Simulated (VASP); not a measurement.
Wanted: the native input for a VASP 6.6.1 run.

- Task: single point
- Functional: PBE
- Potentials or basis: VASP PAW PBE potentials, release 64 (Te, Sn_d)
- Cutoff: 520 eV
- k mesh: 7 × 7 × 7
- Occupations: fermi-dirac, width 0.05 eV
- Spin: no spin polarisation
- Dipole correction: no
- Further INCAR settings: ALGO = Normal; EDIFF = 1e-06; NBANDS = 17

The structure of SnTe lies in POSCAR:

```
SnTe
1.0
    0.0000000000      3.6111460000      3.6111460000
    3.6111460000      0.0000000000      3.6111460000
    3.6111460000      3.6111460000      0.0000000000
Te Sn
1 1
Direct
    0.2500000000      0.2500000000      0.2500000000
    0.0000000000      0.0000000000      0.0000000000
```

One way to write it, as run:

INCAR

```
SYSTEM = SnTe
PREC = Accurate
ENCUT = 520
EDIFF = 1E-6
ISMEAR = -1
SIGMA = 0.05
LREAL = .FALSE.
LASPH = .TRUE.
NELM = 60
ALGO = Normal
ISIF = 2
LWAVE = .FALSE.
LCHARG = .FALSE.
GGA = PE
NBANDS = 17
```

KPOINTS

```
Automatic mesh
0
G
  7 7 7
  0 0 0
```

Potentials or basis: VASP PAW PBE potentials, release 64 (Te, Sn_d).

Run with:

```sh
$ cat potpaw_PBE.64/Te/POTCAR potpaw_PBE.64/Sn_d/POTCAR > POTCAR
$ mpirun -np 1 vasp_std > vasp.out
```

Results of the run:

```yaml
Pressure: -0.1 GPa
Band_gap_on_the_k_mesh: 0.33 eV, indirect (least direct gap 0.83 eV)
```

Caveat: spin-orbit coupling is left out, which moves the levels of the heavy elements.

Run time: 25 s on 1 thread of Intel Xeon 6975P-C (shared host), peak memory 0.25 GiB.
